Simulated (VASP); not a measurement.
Wanted: the native input for a VASP 6.6.1 run.

```
Task                   : single point
Functional             : LDA
Potentials or basis    : VASP PAW LDA potentials, release 64 (Pd)
Cutoff                 : 520 eV
k mesh                 : 12 × 12 × 12
Occupations            : fermi-dirac, width 0.05 eV
Spin                   : no spin polarisation
Dipole correction      : no
Further INCAR settings : ALGO = Normal; EDIFF = 1e-06; NBANDS = 11
```

The structure of Pd lies in POSCAR:

```
Pd
1.0
   -1.5826937604      1.5826937604      1.5826937604
    1.5826937604     -1.5826937604      1.5826937604
    1.5826937604      1.5826937604     -1.5826937604
Pd
1
Direct
    0.0000000000      0.0000000000      0.0000000000
```

This cell differs from its parent crystal: volume scaled by 1.02.

These files were run (other wordings do the same):

INCAR

```
ALGO = Normal
EDIFF = 1E-6
ENCUT = 520
GGA = CA
ISIF = 2
ISMEAR = -1
LASPH = T
LCHARG = F
LREAL = F
LWAVE = F
NBANDS = 11
NELM = 60
PREC = Accurate
SIGMA = 0.05
```

KPOINTS

```
k-points
0
Gamma
  12 12 12
```

Potentials or basis: VASP PAW LDA potentials, release 64 (Pd).

Launch:

```console
$ cat potpaw_LDA.64/Pd/POTCAR > POTCAR
$ mpirun -np 1 vasp_std > vasp.out
```

It gave:

| Quantity | Value |
| --- | --- |
| Pressure | -17.6 GPa |
| Band gap on the k mesh | zero (band 5 reaches 8.93 eV, above the bottom of band 6 at 7.45 eV) |

It took 5.3 s on 1 thread of Intel(R) Xeon(R) Platinum 8488C (Sapphire Rapids), with other jobs on the host, peak memory 0.12 GiB.
